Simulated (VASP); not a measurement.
Nb:

```xyz
1
Lattice="-1.6640 1.6640 1.6640 1.6640 -1.6640 1.6640 1.6640 1.6640 -1.6640" Properties=species:S:1:pos:R:3 pbc="T T T"
Nb    0.0000    0.0000    0.0000
```

| Item | Value |
| --- | --- |
| Program | VASP 6.6.1 |
| Task | relaxation of cell and atoms |
| Functional | PBE |
| Potentials or basis | VASP PAW PBE potentials, release 64 (Nb_sv) |
| Cutoff | 600 eV |
| k mesh | 20 × 20 × 20 |
| Occupations | gaussian, width 0.2 eV |
| Spin | no spin polarisation |

At the start: pressure -2.9 GPa; volume 18.43 Å³/atom.

Q: How do energy, volume and symmetry change on relaxing?

A: Over 14 steps the energy falls by 2.9 meV/atom and the volume is 18.11 Å³/atom (-1.7 %); space group Im-3m (No. 229, to 0.05 Å).

The path:
```
step  energy change (eV)  largest force (eV/Å)  pressure (GPa)  volume (Å³)
   1              0.0000                0.0000           -2.87        18.43
   2              0.0062                0.0000            5.49        17.56
   3             -0.0029                0.0000           -0.02        18.11
   4             -0.0029                0.0000           -0.02        18.10
   5             -0.0029                0.0000            0.17        18.09
   6             -0.0029                0.0000            0.16        18.10
   7             -0.0029                0.0000           -0.28        18.14
   8             -0.0029                0.0000           -0.01        18.11
   9             -0.0029                0.0000           -0.03        18.11
  10             -0.0029                0.0000            0.01        18.10
  11             -0.0029                0.0000            0.10        18.10
  12             -0.0029                0.0000            0.04        18.11
  13             -0.0029                0.0000            0.04        18.11
  14             -0.0029                0.0000            0.00        18.11
```

Final structure:
```xyz
1
Lattice="-1.6543 1.6543 1.6543 1.6543 -1.6543 1.6543 1.6543 1.6543 -1.6543" Properties=species:S:1:pos:R:3 pbc="T T T"
Nb    0.0000    0.0000    0.0000
```
